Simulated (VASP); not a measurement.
SnGeP6, 8 atoms in the cell. Symmetry: R3m, No. 160, trigonal system. The conventional cell has a = 7.358 Å, b = 7.358 Å, c = 10.162 Å, α = 90.00°, β = 90.00°, γ = 120.00°. Sn (site symmetry 3m) has 6 P at 2.65 to 2.88 Å within 3.5 Å. Ge (site symmetry 3m) has 6 P at 2.61 to 2.86 Å within 3.4 Å. P (site symmetry m) has 2 P at 2.22 Å and 2 Ge at 2.61 to 2.86 Å within 2.9 Å. Within 2.9 Å of P (site symmetry m) lie 2 P at 2.22 Å and 2 Sn at 2.65 to 2.88 Å. 

```yaml
Program: VASP 6.6.1
Task: single point
Functional: PBE
Potentials_or_basis: VASP PAW PBE potentials, release 64 (Sn_d, Ge_d, P)
Cutoff: 520 eV
k_mesh: 3 × 3 × 3
Occupations: gaussian, width 0.2 eV
Spin: no spin polarisation
Dipole_correction: no
Further_INCAR_settings: ALGO = Normal; EDIFF = 1e-06; NBANDS = 39
```

Potentials or basis: VASP PAW PBE potentials, release 64 (Sn_d, Ge_d, P).

Run with:

```sh
$ cat potpaw_PBE.64/Sn_d/POTCAR potpaw_PBE.64/Ge_d/POTCAR potpaw_PBE.64/P/POTCAR > POTCAR
$ mpirun -np 1 vasp_std > vasp.out
```

Hardware: 1 thread of AMD EPYC 9755 128-Core Processor (shared host).

Question: Estimate the wall time of this run.

Answer: Wall time 26 s on 1 thread of AMD EPYC 9755 128-Core Processor, with other jobs on the host, peak memory 0.21 GiB. Counts: scf iterations 14, k points 6.
